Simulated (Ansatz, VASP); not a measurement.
**Ir2Pt: VASP beside Ansatz**

```
Ir Pt
1.0
     4.39388    0.00000    0.00000
    -2.19694    3.80521    0.00000
     0.00000    0.00000    2.75835
Ir Pt
2 1
Direct
  0.33333 0.66667 0.50000
  0.66667 0.33333 0.50000
  0.00000 0.00000 0.00000
```

Change from the starting cell: species swapped into the EuSi2 type (P6/mmm, No. 191).

Alike in both runs: functional PBE; k mesh 6 × 6 × 6; occupations gaussian, width 0.1 eV; no spin polarisation.

Ansatz relaxed the structure, and its values are those at the end. VASP's run is a single point on that final structure, the one shown.

|  | VASP | Ansatz |
| --- | --- | --- |
| version | VASP 6.6.1 | Ansatz 0.2.0 |
| potentials or method | VASP PAW PBE potentials, release 64 (Ir, Pt), cutoff 500 eV | scalar-relativistic, plane waves, PAW |
| valence electrons in the cell | 28 | 52 |

```tsv
	VASP	Ansatz	Ansatz less VASP
gap on the k mesh at the Fermi level (eV)	none	none	-
pressure (GPa)	-0.1	-0.2	-0.04
```

A gap of «none» marks a metal or a gap that the smearing closes. VASP's potentials hold 28 valence electrons a cell and Ansatz's 52, so a difference there can come from the potentials and not from the codes.

The k mesh is coarse, so the values compare programs but aren't converged. Spin-orbit coupling is off throughout.
